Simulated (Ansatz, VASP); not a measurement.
# EuS: VASP beside Ansatz

```
Eu S
1.0
     0.00000    2.98342    2.98342
     2.98342    0.00000    2.98342
     2.98342    2.98342    0.00000
Eu S
1 1
Direct
  0.00000 0.00000 0.00000
  0.50000 0.50000 0.50000
```

Alike in both runs: task single point; functional PBE; k mesh 8 × 8 × 8; occupations gaussian, width 0.05 eV; collinear spin; Hubbard terms Eu f U = 6.0 eV.

|  | VASP | Ansatz |
| --- | --- | --- |
| version | VASP 6.6.1 | Ansatz 0.2.0 |
| potentials or method | VASP PAW PBE potentials, release 64 (Eu, S), cutoff 600 eV | scalar-relativistic, plane waves, PAW |
| valence electrons in the cell | 23 | 23 |

|  | VASP | Ansatz | Ansatz less VASP |
| --- | --- | --- | --- |
| gap on the k mesh at the Fermi level (eV) | 0.45 | 0.73 | +0.280 |
| least direct gap on the mesh (eV) | 0.72 | 1.14 | +0.427 |
| pressure (GPa) | 0.8 | 0.5 | -0.30 |
| net moment per atom (μB) | 3.50 | 3.50 | 0.000 |
| size of the moment on the site where the two differ most (μB) | 6.72 | 6.87 | +0.144 |

Site moments also hang on the region over which each program counts them. The programs project onto different local orbitals, so the same U acts differently, and such runs can settle in different states.

Neither program's run includes spin-orbit coupling.
